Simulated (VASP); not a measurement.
Sn, 2 atoms in the cell. Symmetry: Fd-3m, No. 227, cubic system. The conventional cell has a = 6.619 Å, b = 6.619 Å, c = 6.619 Å, α = 90.00°, β = 90.00°, γ = 90.00°. Within 3.8 Å of Sn (site symmetry -43m) lie 4 Sn at 2.87 Å.  This cell differs from its parent crystal: volume scaled by 1.06.

```yaml
Program: VASP 6.6.1
Task: electric field gradients
Functional: LDA
Potentials_or_basis: VASP PAW LDA potentials, release 64 (Sn_d)
Cutoff: 520 eV
k_mesh: 9 × 9 × 9
Occupations: fermi-dirac, width 0.03 eV
Spin: no spin polarisation
Dipole_correction: no
Further_INCAR_settings: ALGO = Normal; EDIFF = 1e-08; NBANDS = 21
```

Potentials or basis: VASP PAW LDA potentials, release 64 (Sn_d).

Launch:

```console
$ cat potpaw_LDA.64/Sn_d/POTCAR > POTCAR
$ mpirun -np 1 vasp_std > vasp.out
```

Hardware: 1 thread of Intel(R) Xeon(R) Platinum 8375C CPU @ 2.90GHz (Ice Lake), on a shared host.

Task: How long does it take, and how much memory?

Result: It took 29 s on 1 thread of Intel(R) Xeon(R) Platinum 8375C CPU @ 2.90GHz (Ice Lake) (shared host), peak memory 0.19 GiB. Counts: scf iterations 12, k points 35.
